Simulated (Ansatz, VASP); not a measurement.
## Two plane-wave programs on Al15Ni16

```
Al Ni
1.0
     0.00000    5.78365    5.78365
     5.78365    0.00000    5.78365
     5.78365    5.78365    0.00000
Al Ni
15 16
Direct
  0.12407 0.12558 0.12520
  0.12694 0.62323 0.62257
  0.12689 0.12801 0.62276
  0.37446 0.37554 0.87543
  0.12708 0.62278 0.12781
  0.37443 0.87548 0.37537
  0.37418 0.87551 0.87537
  0.62173 0.12793 0.12823
  0.87453 0.37527 0.37522
  0.62185 0.12808 0.62286
  0.87420 0.37520 0.87577
  0.62202 0.62257 0.12800
  0.87423 0.87545 0.37544
  0.62459 0.62542 0.62548
  0.87455 0.87537 0.87529
  0.99956 0.00070 0.00102
  0.24951 0.25019 0.25001
  0.99984 0.00120 0.49817
  0.24924 0.25111 0.75032
  0.00066 0.49899 0.99987
  0.24935 0.75050 0.25022
  0.99914 0.50035 0.50069
  0.25144 0.75009 0.74934
  0.49781 0.00093 0.00102
  0.74886 0.25004 0.25092
  0.49926 0.00061 0.50057
  0.74852 0.25173 0.75076
  0.49939 0.50024 0.00040
  0.74903 0.74961 0.25226
  0.49971 0.50068 0.50029
  0.74877 0.74987 0.75042
```

Alike in both runs: functional PBE; k mesh 2 × 2 × 2; occupations methfessel-paxton of order 1, width 0.1 eV; no spin polarisation.

Ansatz relaxed the structure, and its values are those at the end. VASP's run is a single point on that final structure, the one shown.

|  | VASP | Ansatz |
| --- | --- | --- |
| version | VASP 6.6.1 | Ansatz 0.2.0 |
| potentials or method | VASP PAW PBE potentials, release 64 (Al, Ni), cutoff 520 eV | plane-wave PAW DFT |
| valence electrons in the cell | 205 | 333 |

```csv
,VASP,Ansatz,Ansatz less VASP
rms of the force components (eV/Å),0.006,0.006,0.0000
```

VASP's potentials hold 205 valence electrons a cell and Ansatz's 333, so a difference there can come from the potentials and not from the codes.

The k mesh is coarse, so the values compare programs but aren't converged.
